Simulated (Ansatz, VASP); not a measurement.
One calculation of ZnSe, two programs

Contents of INCAR:

```
  PREC = Accurate
  ENCUT = 520
  EDIFF = 1E-6
  ISMEAR = 0
  SIGMA = 0.05
  LREAL = F
  LASPH = T
  NELM = 100
  ALGO = Normal
  ISIF = 2
  LWAVE = F
  LCHARG = F
  NBANDS = 16
```

Contents of KPOINTS:

```
regular mesh
0
Gamma
  10 10 10
```

File POSCAR:

```
ZnSe
1.0
    0.0000000000      2.8189566886      2.6531357069
    2.6531357069      0.0000000000      2.6531357069
    2.6531357069      2.8189566886      0.0000000000
Zn Se
1 1
Direct
    0.0000000000      0.0000000000      0.0000000000
    0.7500000000      0.7500000000      0.7500000000
```

Input for Ansatz:

```yaml
crystal:
  lattice:
    - [0.0, 2.8189566886, 2.6531357069]
    - [2.6531357069, 0.0, 2.6531357069]
    - [2.6531357069, 2.8189566886, 0.0]
  atoms:
    - { symbol: Zn, position: [0.0, 0.0, 0.0] }
    - { symbol: Se, position: [0.75, 0.75, 0.75] }
basis:
  ecutwfc: 520.0
kpoints:
  mp_grid: { grid: [10, 10, 10] }
hamiltonian:
  xc: lda
  pseudopotentials: { kind: paw, azcp: { folder: soft_1 } }
scf:
  occupations: { method: gaussian, width: 0.05 }
output:
  forces: true
  stress: true
  eigenvalues: true
```

Alike in both runs: task single point; functional LDA; k mesh 10 × 10 × 10; occupations gaussian, width 0.05 eV; no spin polarisation.

|  | VASP | Ansatz |
| --- | --- | --- |
| version | VASP 6.6.1 | Ansatz 0.2.0 |
| potentials or method | VASP PAW LDA potentials, release 64 (Zn, Se), cutoff 520 eV | scalar-relativistic, plane waves, PAW |
| valence electrons in the cell | 18 | 28 |

```tsv
	VASP	Ansatz	Ansatz less VASP
gap on the k mesh at the Fermi level (eV)	1.55	1.50	-0.050
least direct gap on the mesh (eV)	1.55	1.50	-0.050
pressure (GPa)	7.6	7.1	-0.51
traceless stress, the component that is largest in VASP (GPa)	-1.61	-1.63	-0.019
```

Ansatz warns that its potentials were made for another functional, while VASP's fit it. LDA's correlation is that of Perdew and Zunger in VASP and of Perdew and Wang (1992) in Ansatz. VASP's potentials hold 18 valence electrons a cell and Ansatz's 28, so a difference there can come from the potentials and not from the codes.
